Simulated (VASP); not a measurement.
A run of VASP 6.6.1:

INCAR

```
PREC = Accurate
ENCUT = 520
EDIFF = 1E-6
ISMEAR = 0
SIGMA = 0.15
LREAL = False
LASPH = True
NELM = 80
ALGO = Fast
ISIF = 2
LWAVE = False
LCHARG = False
GGA = PS
NBANDS = 22
```

Contents of KPOINTS:

```
Automatic mesh
0
Gamma
  18 18 12
```

POSCAR

```
Rh
1.0
    2.9699397084      0.0000000000      0.0000000000
   -1.4849698542      2.3650972278      0.0000000000
    0.0000000000      0.0000000000      4.4284890000
Rh
2
Direct
    0.6666666667      0.3333333333      0.7500000000
    0.3333333333      0.6666666667      0.2500000000
```

Potentials or basis: VASP PAW PBE potentials, release 64 (Rh_pv).

Launch:

```sh
$ cat potpaw_PBE.64/Rh_pv/POTCAR > POTCAR
$ mpirun -np 1 vasp_std > vasp.out
```

Hardware: 1 thread of Intel(R) Xeon(R) Platinum 8488C (Sapphire Rapids) (shared host).

Question: Estimate the wall time of this run.

Answer: It took 3 min on 1 thread of Intel(R) Xeon(R) Platinum 8488C (Sapphire Rapids) (shared host), peak memory 0.42 GiB. Counts: scf iterations 12, k points 637.
